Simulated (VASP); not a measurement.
Here is a VASP 6.6.1 calculation.

INCAR

```
PREC = Accurate
ENCUT = 520
EDIFF = 1E-6
ISMEAR = 0
SIGMA = 0.1
LREAL = False
LASPH = True
NELM = 300
ALGO = All
ISIF = 2
LWAVE = False
LCHARG = True
ISPIN = 2
MAGMOM = 0.86 0
LORBIT = 11
LMAXMIX = 4
LDAU = True
LDAUTYPE = 2
LDAUL = 2 -1
LDAUU = 6.2 0
LDAUJ = 0 0
LDAUPRINT = 1
GGA = PE
LVHAR = True
NBANDS = 21
GGA_COMPAT = False
ISEARCH = 1
KPAR = 4
```

The input KPOINTS:

```
regular mesh
0
Gamma
  6 6 6
```

File POSCAR:

```
WS
1.0
    0.0000000000      2.9690384955      2.9690384955
    2.9690384955      0.0000000000      2.9690384955
    2.9690384955      2.9690384955      0.0000000000
W S
1 1
Direct
    0.0000000000      0.0000000000      0.0000000000
    0.2500000000      0.2500000000      0.2500000000
```

Potentials or basis: VASP PAW PBE potentials, release 64 (W_sv, S).

Command:

```bash
$ cat potpaw_PBE.64/W_sv/POTCAR potpaw_PBE.64/S/POTCAR > POTCAR
$ mpirun -np 4 vasp_std > vasp.out
```

(1) Estimate the pressure.

(2) Predict the site moments.

(3) Predict the net moment.

Results:

(1) -1.6 GPa.

(2) W +3.18; S -0.19 μB.

(3) 4.00 μB per cell.
